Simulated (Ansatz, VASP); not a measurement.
**BaTiO3: VASP beside Ansatz**

```
Ba Ti O
1.0
     2.86307    1.65299    2.35630
    -2.86307    1.65299    2.35630
     0.00000   -3.30599    2.35630
Ba Ti O
1 1 3
Cartesian
  0.0000 0.0000 -0.0650
  0.0000 0.0000 3.6701
  0.0000 -1.6179 4.6055
  -1.4011 0.8089 4.6055
  1.4011 0.8089 4.6055
```

Change from the starting cell: all Ba atoms moved +0.100 Å, as atom 1 towards its neighbour atom 2 (Ti) at 3.434 Å.

Alike in both runs: task single point; functional PBE; k mesh 6 × 6 × 6; occupations gaussian, width 0.05 eV; no spin polarisation.

```csv
,VASP,Ansatz
version,VASP 6.6.1,Ansatz 0.2.0
potentials or method,"VASP PAW PBE potentials, release 64 (Ba_sv, Ti_sv, O), cutoff 520 eV","scalar-relativistic, plane waves, PAW"
valence electrons in the cell,40,40
```

VASP gave:

| Quantity | Value |
| --- | --- |
| gap on the k mesh at the Fermi level (eV) | 2.57 |
| least direct gap on the mesh (eV) | 3.10 |
| pressure (GPa) | 1.6 |
| traceless stress, the component that is largest in VASP (GPa) | 0.04 |
| rms of the force components (eV/Å) | 0.171 |

Task: Estimate Ansatz's values.

Result: gap on the k mesh at the Fermi level (eV): 2.62; least direct gap on the mesh (eV): 3.11; pressure (GPa): 0.0; traceless stress, the component that is largest in VASP (GPa): 0.12; rms of the force components (eV/Å): 0.155.

Atom by atom the forces differ by 0.036 eV/Å (rms over components). With one functional, cell and mesh, what is left measures potentials, basis and numerics.

Spin-orbit coupling is off throughout.
